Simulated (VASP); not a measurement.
Crystal: CuGe.

```
Cu Ge
1.0
     2.89929    0.00000    0.00000
     0.00000    2.89929    0.00000
     0.00000    0.00000    3.80014
Cu Ge
1 1
Direct
  0.50000 0.50000 0.50000
  0.00000 0.00000 0.00000
```

* Program: VASP 6.6.1
* Task: relaxation of cell and atoms
* Functional: PBE
* Potentials or basis: VASP PAW PBE potentials, release 64 (Cu, Ge_d)
* Cutoff: 600 eV
* k mesh: 6 × 6 × 4
* Occupations: gaussian, width 0.1 eV
* Spin: no spin polarisation

At the start: pressure -4.7 GPa; volume 15.97 Å³/atom.

Q: Where does the relaxation end?

A: Over 8 steps the energy falls by 16.7 meV/atom and the volume is 15.15 Å³/atom (-5.1 %); space group P4/mmm (No. 123, to 0.05 Å).

Step by step:
```
step  energy change (eV)  largest force (eV/Å)  pressure (GPa)  volume (Å³)
   1              0.0000                0.0000           -4.71        31.94
   2             -0.0260                0.0000            1.47        29.82
   3             -0.0275                0.0000           -0.05        30.22
   4             -0.0275                0.0000            0.17        30.18
   5             -0.0284                0.0000            0.34        30.20
   6             -0.0319                0.0000            0.25        30.25
   7             -0.0325                0.0000            0.13        30.34
   8             -0.0334                0.0000            0.13        30.30
```

Final structure:
```
Cu Ge
1.0
     2.89233    0.00000    0.00000
     0.00000    2.89233    0.00000
     0.00000    0.00000    3.62231
Cu Ge
1 1
Direct
  0.50000 0.50000 0.50000
  0.00000 0.00000 0.00000
```

Caveat: the k points lie up to 0.43 Å⁻¹ apart in the final cell.
